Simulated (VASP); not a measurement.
Runs of VASP 6.6.1 on Pd. The structure is that of space group P6_3/mmc (No. 194), or close to it. The cells are those of the table. This isn't the form of Pd at room conditions, which is fcc.

| task | cell | k mesh | cutoff (eV) | gap on the mesh (eV) | pressure (GPa) |
| --- | --- | --- | --- | --- | --- |
| single point | a = 2.742, b = 2.742, c = 4.603 Å, angles 90.0, 90.0, 120.0°, 2 atoms | 12 × 12 × 6 | 520 | none | 0.8 |
| single point | a = 2.665, b = 2.665, c = 4.286 Å, angles 90.0, 90.0, 120.0°, 2 atoms | 6 × 6 × 4 | 520 | none | 34.5 |
| single point | a = 2.739, b = 2.739, c = 4.617 Å, angles 90.0, 90.0, 120.0°, 2 atoms | 18 × 18 × 10 | 520 | none | (a) |
| relaxation of cell and atoms | relaxed from a = 2.665, b = 2.665, c = 4.286 Å, angles 90.0, 90.0, 120.0°, 2 atoms | 12 × 12 × 6 | 600 | none | 0.2 |

Alike in all rows: level r2SCAN; potentials or basis VASP PAW PBE potentials, release 64 (Pd); no spin polarisation; smearing gaussian 0.1 eV.

Task: Estimate the missing entries.

Result: (a) 0.7.

Caveats: some runs use coarse meshes; the PAW data sets were made with another functional, which shifts forces and pressure a little.

A k mesh can miss the band edges, and the runs leave out spin-orbit coupling on Pd.

A gap of «none» marks levels without a gap at the run's occupations.
